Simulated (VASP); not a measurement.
The system is Ni.

```xyz
1
Lattice="-1.3837 1.3837 1.3837 1.3837 -1.3837 1.3837 1.3837 1.3837 -1.3837" Properties=species:S:1:pos:R:3 pbc="T T T"
Ni    0.0000    0.0000    0.0000
```

Base run:

* Program: VASP 6.6.1
* Functional: LDA
* Potentials or basis: VASP PAW LDA potentials, release 64 (Ni)
* Cutoff: 520 eV
* k mesh: 17 × 17 × 17
* Occupations: fermi-dirac, width 0.05 eV
* Spin: collinear spin, ferromagnetic start
* Starting moments: [0.38] μB
* Fixed moment: 0.38 μB

Its results: pressure -11.1 GPa; site moments Ni +0.38 μB.

After a change of settings the same cell gave: pressure -11.7 GPa; site moments Ni +0.19 μB. Which change was it?
A. fixed moment from 0.38 μB to 0.19 μB; moments at the start from [0.38] to [0.19]
B. fixed moment from 0.38 μB to 0.61 μB; moments at the start from [0.38] to [0.61]
C. fixed moment from 0.38 μB to 0.54 μB; moments at the start from [0.38] to [0.54]

A.

Caveats: the total moment is fixed, so each spin has its own Fermi level.
